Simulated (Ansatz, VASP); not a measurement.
# Ag: VASP beside Ansatz

File POSCAR:

```
Ag
1.0
    0.0000000000      1.9409450000      2.0431000000
    1.9409450000      0.0000000000      2.0431000000
    1.9409450000      1.9409450000      0.0000000000
Ag
1
Direct
    0.0000000000      0.0000000000      0.0000000000
```

INCAR.step1

```
SYSTEM = Ag
PREC = Accurate
ENCUT = 520
ISMEAR = 0
SIGMA = 0.15
LREAL = .False.
LASPH = .True.
NELM = 100
NBANDS = 12
GGA = PE
ALGO = Normal
EDIFF = 1E-4
LWAVE = .True.
LCHARG = .False.
```

File INCAR.step2:

```
SYSTEM = Ag
PREC = Accurate
ENCUT = 520
EDIFF = 1E-6
ISMEAR = 0
SIGMA = 0.15
LREAL = .False.
LASPH = .True.
NELM = 100
ALGO = Normal
ISIF = 2
LWAVE = .False.
LCHARG = .False.
METAGGA = R2SCAN
LMIXTAU = .True.
NBANDS = 12
ISTART = 1
```

KPOINTS

```
Automatic mesh
0
Gamma
  20 20 20
  0 0 0
```

Input for Ansatz:

```yaml
crystal:
  lattice:
    - [0.0, 1.940945, 2.0431]
    - [1.940945, 0.0, 2.0431]
    - [1.940945, 1.940945, 0.0]
  atoms:
    - { symbol: Ag, position: [0.0, 0.0, 0.0] }
basis:
  ecutwfc: 500
kpoints:
  mp_grid: { grid: [20, 20, 20] }
hamiltonian:
  xc: r2scan
scf:
  occupations: { method: gaussian, width: 0.15 }
output:
  forces: true
  stress: true
  eigenvalues: true
```

Change from the starting cell: strain -0.050 along x and y, +0.000 along z, atoms carried along.

Alike in both runs: task single point; functional r2SCAN; k mesh 20 × 20 × 20; occupations gaussian, width 0.15 eV; no spin polarisation.

|  | VASP | Ansatz |
| --- | --- | --- |
| version | VASP 6.6.1 | Ansatz 0.2.0 |
| potentials or method | VASP PAW PBE potentials, release 64 (Ag), cutoff 520 eV | scalar-relativistic, plane waves, PAW |
| valence electrons in the cell | 11 | 19 |

VASP gave:

```
gap on the k mesh at the Fermi level (eV)                     : none
pressure (GPa)                                                : 17.2
traceless stress, the component that is largest in VASP (GPa) : -2.25
```

Q: Which values does Ansatz return?

A: gap on the k mesh at the Fermi level (eV): none; pressure (GPa): 16.8; traceless stress, the component that is largest in VASP (GPa): -2.21.

VASP's potentials were made for PBE, not for r2SCAN. A gap of «none» marks a metal or a gap that the smearing closes. The functional is the same, so the differences come from potentials, cutoffs and numerics. VASP's potentials hold 11 valence electrons a cell and Ansatz's 19, so a difference there can come from the potentials and not from the codes.
